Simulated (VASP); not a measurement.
# P (Pm-3m) in VASP: notebook

Runs on P. Level: PBE+D3(BJ). Tasks: elastic constants, density of states.

Everything below comes from runs of VASP 6.6.1. Logs are shortened: lines on timing, memory, paths and dates and some standing lists are left out, and cuts for length are marked.

## 1. The cell of the first run

Symmetry: Pm-3m, No. 221, cubic system. The conventional cell has a = 2.410 Å, b = 2.410 Å, c = 2.410 Å, α = 90.00°, β = 90.00°, γ = 90.00°. P (site symmetry m-3m) has 6 P at 2.41 Å within 3.2 Å.

## 2. Elastic constants, PBE+D3(BJ)

INCAR

```
PREC = Accurate ; ENCUT = 600
EDIFF = 1E-8 ; ISMEAR = -1
SIGMA = 0.15 ; LREAL = False
LASPH = True ; NELM = 100
ALGO = Normal ; ISIF = 3
LWAVE = False ; LCHARG = False
GGA = PE ; IVDW = 12
IBRION = 6 ; NFREE = 2
POTIM = 0.015 ; NSW = 1
```

KPOINTS

```
Automatic mesh
0
Gamma
  20 20 20
```

POSCAR

```
P
1.0
    2.4099996682      0.0000000000      0.0000000000
    0.0000000000      2.4099996682      0.0000000000
    0.0000000000      0.0000000000      2.4100202334
P
1
Direct
    0.0000000000      0.0000000000      0.0000000000
```

Potentials or basis: VASP PAW PBE potentials, release 64 (P).

Started as:

```bash
$ cat potpaw_PBE.64/P/POTCAR > POTCAR
$ mpirun -np 1 vasp_std > vasp.out
```

OUTCAR:

```text
PREC = Accurate
   ENCUT = 600
   EDIFF = 1E-8
   ISMEAR = -1
   LREAL = False
   LASPH = True
   NELM = 100
   ISIF = 3
   GGA = PE
   IVDW = 12
   IBRION = 6
   NFREE = 2
   POTIM = 0.015
   NSW = 1
 IVDW          = 12

 ion  position               nearest neighbor table
   1  0.000  0.000  0.000-

  LATTYP: Found a simple cubic cell.
 ALAT       =     2.4099996682

  Lattice vectors:

 A1 = (   2.4099996682,   0.0000000000,   0.0000000000)
 A2 = (   0.0000000000,   2.4099996682,   0.0000000000)
 A3 = (   0.0000000000,   0.0000000000,   2.4100202334)

Analysis of symmetry for initial positions (statically):
=====================================================================
 Subroutine PRICEL returns:
 Original cell was already a primitive cell.

 Routine SETGRP: Setting up the symmetry group for a
 simple cubic supercell.

 Subroutine GETGRP returns: Found 48 space group operations
 (whereof 48 operations were pure point group operations)
 out of a pool of 48 trial point group operations.

The static configuration has the point symmetry O_h .

Analysis of symmetry for dynamics (positions and initial velocities):
=====================================================================
 Subroutine PRICEL returns:
 Original cell was already a primitive cell.

 Routine SETGRP: Setting up the symmetry group for a
 simple cubic supercell.

 Subroutine GETGRP returns: Found 48 space group operations
 (whereof 48 operations were pure point group operations)
 out of a pool of 48 trial point group operations.

The dynamic configuration has the point symmetry O_h .

 Subroutine INISYM returns: Found 48 space group operations
 (whereof 48 operations are pure point group operations),
 and found     1 'primitive' translations

----------------------------------------------------------------------------------------

                                     Primitive cell

  volume of cell :      13.9976

  direct lattice vectors                    reciprocal lattice vectors
     2.409999668  0.000000000  0.000000000     0.414937816  0.000000000  0.000000000
     0.000000000  2.409999668  0.000000000     0.000000000  0.414937816  0.000000000
     0.000000000  0.000000000  2.410020233     0.000000000  0.000000000  0.414934276

  length of vectors
     2.409999668  2.409999668  2.410020233     0.414937816  0.414937816  0.414934276

  position of ions in fractional coordinates (direct lattice)
     0.000000000  0.000000000  0.000000000

  ion indices of the primitive-cell ions
   primitive index   ion index
                 1           1

----------------------------------------------------------------------------------------

 KPOINTS: Automatic mesh

Automatic generation of k-mesh.
 Grid dimensions read from file:
 generate k-points for:   20   20   20

 Generating k-lattice:

  Cartesian coordinates                     Fractional coordinates (reciprocal lattice)
     0.020746891  0.000000000  0.000000000     0.050000000  0.000000000  0.000000000
     0.000000000  0.020746891  0.000000000     0.000000000  0.050000000  0.000000000
     0.000000000  0.000000000  0.020746714     0.000000000  0.000000000  0.050000000

  Length of vectors
     0.020746891  0.020746891  0.020746714

  Shift w.r.t. Gamma in fractional coordinates (k-lattice)
     0.000000000  0.000000000  0.000000000

 Subroutine IBZKPT returns following result:
 ===========================================

 Found    286 irreducible k-points:

 Following reciprocal coordinates:
            Coordinates               Weight
  0.000000  0.000000  0.000000      1.000000
[... 57 lines left out ...]
   ISMEAR =    -1;   SIGMA  =   0.15  broadening in eV -4-tet -1-fermi 0-gaus
   EFERMI_NEDOS =   21; number of points for ismear=-14 and -15
   IALGO  =     38    algorithm
   IMIX   =      4    mixing-type and parameters
     AMIX     =   0.40;   BMIX     =  1.00
     AMIX_MAG =   1.60;   BMIX_MAG =  1.00
  volume/ion in A,a.u.               =      14.00        94.46
  Fermi-wavevector in a.u.,A,eV,Ry     =   1.161573  2.195055 18.357695  1.349252
  Thomas-Fermi vector in A             =   2.298144
   LORBIT       =      0    0 simple, 1 ext, 2 COOP (PROOUT), +10 PAW based schemes
   GGA     = PE    functional components
   LHFCALC =     F    Hartree Fock is set to
   AEXX    =    0.0000 exact exchange contribution
   IVDW    =    12    specifies the selected vdW correction
   LEPSILON=     F    determine dielectric tensor
   LRPA    =     F    only Hartree local field effects (RPA)
 finite differences with symmetry
 non-spin polarized calculation
  energy-cutoff  :      600.00
  volume of cell :       14.00
 maximum number of plane-waves:       480
 NGX is ok and might be reduce to    20
   NGX =  9   NGY =  9   NGZ =  9

--------------------------------------- Ionic step        1  -------------------------------------------

 number of electron       4.9999995 magnetization

 Free energy of the ion-electron system (eV)
  ---------------------------------------------------
  ext. energy  EPLUGINS =         0.00000000
  ---------------------------------------------------
  free energy    TOTEN  =        -5.27307102 eV

  energy without entropy =       -5.24902237  energy(sigma->0) =       -5.26104670

------------------------ aborting loop because EDIFF is reached ----------------------------------------

 Edisp (eV)   -0.50480

 E8    (eV) :    -0.1907
[... 102 lines left out ...]
  FREE ENERGIE OF THE ION-ELECTRON SYSTEM (eV)
  ---------------------------------------------------
  free  energy   TOTEN  =        -5.7755369293 eV

  energy  without entropy=       -5.7519125044  energy(sigma->0) =       -5.76372472

[... ionic steps 4 to 12 ...]

--------------------------------------- Ionic step       13  -------------------------------------------

 number of electron       5.0000001 magnetization

------------------------ aborting loop because EDIFF is reached ----------------------------------------
[... 73 lines left out ...]
--------------------------------------- Ionic step       15  -------------------------------------------

 number of electron       4.9999995 magnetization

 Free energy of the ion-electron system (eV)
  ---------------------------------------------------
  ext. energy  EPLUGINS =         0.00000000
  ---------------------------------------------------
  free energy    TOTEN  =        -5.27307055 eV

  energy without entropy =       -5.24902191  energy(sigma->0) =       -5.26104623

 E-fermi :  10.3205     XC(G=0): -11.4529

 val. band max:       10.3203839012   @ k =   0.2500   0.2000   0.0500
 cond. band min:      10.3396703883   @ k =   0.2000   0.2000   0.0000
 fundamental gap:      0.0192864871
 Fermi energy:        10.3205233472

 k-point     1 :       0.0000    0.0000    0.0000
  band No.  band energies     occupation
      1      -6.6937      2.00000
      2      15.4534      0.00000
      3      15.4538      0.00000
      4      15.4538      0.00000
      5      16.9631      0.00000
      6      16.9632      0.00000
[... 199 lines left out ...]
 k-point    24 :       0.2000    0.1000    0.0000
  band No.  band energies     occupation
      1      -5.5242      2.00000
      2       8.8783      1.99987
      3      13.2877      0.00000
      4      16.3682      0.00000
      5      19.5793      0.00000
      6      23.6337      0.00000

 [... further k-points ...]

------------------------ aborting loop because EDIFF is reached ----------------------------------------

 Edisp (eV)   -0.50480

 E8    (eV) :    -0.1907
[... 24 lines left out ...]
  FREE ENERGIE OF THE ION-ELECTRON SYSTEM (eV)
  ---------------------------------------------------
  free  energy   TOTEN  =        -5.7778669847 eV

  energy  without entropy=       -5.7538183378  energy(sigma->0) =       -5.76584266

 INTERNAL STRAIN TENSORS FROM STRAINED CELLS
 ============================================

 INTERNAL STRAIN TENSOR FOR ION    1 for displacements in x,y,z  (eV/Angst):
          X           Y           Z          XY          YZ          ZX
  --------------------------------------------------------------------------------
  x     0.00000     0.00000     0.00000     0.00000     0.00000     0.00000
  y     0.00000     0.00000     0.00000     0.00000     0.00000     0.00000
  z     0.00000     0.00000     0.00000     0.00000     0.00000     0.00000

 INTERNAL STRAIN TENSORS FROM DISPLACED ATOMS
 ============================================

 INTERNAL STRAIN TENSOR FOR ION    1 for displacements in x,y,z  (eV/Angst):
          X           Y           Z          XY          YZ          ZX
  --------------------------------------------------------------------------------
  x     0.00000     0.00000     0.00000     0.00000     0.00000     0.00000
  y     0.00000     0.00000     0.00000     0.00000     0.00000     0.00000
  z     0.00000     0.00000     0.00000     0.00000     0.00000     0.00000

 Eigenvectors and eigenvalues of the dynamical matrix
 ----------------------------------------------------

   1 f  =    0.000000 THz     0.000000 2PiTHz    0.000000 cm-1     0.000000 meV
             X         Y         Z           dx          dy          dz
      0.000000  0.000000  0.000000     0.000000    0.000000    1.000000

   2 f  =    0.000000 THz     0.000000 2PiTHz    0.000000 cm-1     0.000000 meV
             X         Y         Z           dx          dy          dz
      0.000000  0.000000  0.000000    -0.843661   -0.536875    0.000000

   3 f  =    0.000000 THz     0.000000 2PiTHz    0.000000 cm-1     0.000000 meV
             X         Y         Z           dx          dy          dz
      0.000000  0.000000  0.000000     0.536875   -0.843661    0.000000

--------------------------------------------------------------------------------------------------------

 ELASTIC MODULI CONTR FROM IONIC RELAXATION (kBar)
 Direction    XX          YY          ZZ          XY          YZ          ZX
 --------------------------------------------------------------------------------
 XX           0.0000      0.0000      0.0000      0.0000      0.0000      0.0000
 YY           0.0000      0.0000      0.0000      0.0000      0.0000      0.0000
 ZZ           0.0000      0.0000      0.0000      0.0000      0.0000      0.0000
 XY           0.0000      0.0000      0.0000      0.0000      0.0000      0.0000
 YZ           0.0000      0.0000      0.0000      0.0000      0.0000      0.0000
 ZX           0.0000      0.0000      0.0000      0.0000      0.0000      0.0000
 --------------------------------------------------------------------------------

 TOTAL ELASTIC MODULI (kBar)
 Direction    XX          YY          ZZ          XY          YZ          ZX
 --------------------------------------------------------------------------------
 XX        2723.7435    509.4160    509.4247      0.0000      0.0000      0.0000
 YY         509.4160   2723.7435    509.4247      0.0000      0.0000     -0.0000
 ZZ         509.4247    509.4247   2723.8365      0.0000      0.0000     -0.0000
 XY           0.0000      0.0000      0.0000    654.9711      0.0000      0.0000
 YZ           0.0000      0.0000      0.0000      0.0000    654.9823      0.0000
 ZX           0.0000     -0.0000     -0.0000      0.0000      0.0000    654.9823
 --------------------------------------------------------------------------------
```

Wall time 8.3 min (1 thread of Intel Xeon Platinum 8488C (Sapphire Rapids), shared host); peak memory 0.45 GiB.

Results:

```yaml
Elastic_constants_C11_C12_C44: 272, 51, 65 GPa
Voigt_bulk_modulus: 125 GPa
Dispersion_energy_per_atom: -0.505 eV
```

Elastic tensor in Voigt notation (GPa, in the Cartesian axes of the cell as first typed):
```
272  51  51   0   0   0
 51 272  51   0   0   0
 51  51 272   0   0   0
  0   0   0  65   0   0
  0   0   0   0  65   0
  0   0   0   0   0  65
```

Clamped-ion elastic tensor (GPa):
```
272  51  51   0   0   0
 51 272  51   0   0   0
 51  51 272   0   0   0
  0   0   0  65   0   0
  0   0   0   0  65   0
  0   0   0   0   0  65
```

## 3. Density of states, PBE+D3(BJ)

This run uses another cell than the first one, of 13.95 Å³/atom, 0.997 times its volume.

POSCAR

```
P
1.0
    2.4072602648      0.0000000000      0.0000000000
    0.0000000000      2.4072602648      0.0000000000
    0.0000000000      0.0000000000      2.4073686085
P
1
Direct
    0.0000000000      0.0000000000      0.0000000000
```

INCAR.step1

```
PREC = Accurate
ENCUT = 520
EDIFF = 1E-6
ISMEAR = 0
SIGMA = 0.1
LREAL = False
LASPH = True
NELM = 100
ALGO = Normal
ISIF = 2
LWAVE = False
LCHARG = True
GGA = PE
IVDW = 12
NBANDS = 8
```

KPOINTS.step1

```
regular mesh
0
Gamma
  18 18 18
```

INCAR.step2

```
PREC = Accurate
ENCUT = 520
EDIFF = 1E-6
ISMEAR = -5
SIGMA = 0.1
LREAL = False
LASPH = True
NELM = 100
ALGO = Normal
ISIF = 2
LWAVE = False
LCHARG = False
GGA = PE
IVDW = 12
LORBIT = 11
NBANDS = 8
NEDOS = 2001
ICHARG = 11
```

KPOINTS.step2

```
regular mesh
0
Gamma
  27 27 27
```

Potentials or basis: VASP PAW PBE potentials, release 64 (P).

Started as:

```bash
$ cat potpaw_PBE.64/P/POTCAR > POTCAR
$ cp INCAR.step1 INCAR
$ cp KPOINTS.step1 KPOINTS
$ mpirun -np 1 vasp_std > vasp.out
$ cp INCAR.step2 INCAR
$ cp KPOINTS.step2 KPOINTS
$ mpirun -np 1 vasp_std > vasp.out
```

Run time: 1.9 min. Hardware: 1 thread of Intel Xeon Platinum 8375C at 2.90GHz (Ice Lake), shared host; peak memory 0.27 GiB.

It converged, with:

```yaml
Valence_electrons_inside_the_program's_atomic_spheres: P 2.42
Dispersion_energy_per_atom: -0.507 eV
```

Levels at points of the mesh, in eV from the Fermi level:
| k point | band 1 | band 2 | band 3 | band 4 | band 5 | band 6 | band 7 | band 8 |
| --- | --- | --- | --- | --- | --- | --- | --- | --- |
| (0.00, 0.00, 0.00) | -16.98 | 5.22 | 5.23 | 5.23 | 6.71 | 6.71 | 14.77 | 24.97 |

Caveat: pairwise dispersion overbinds metals, which lowers pressure and volume; tetrahedron occupations give inexact forces and stress in metals.
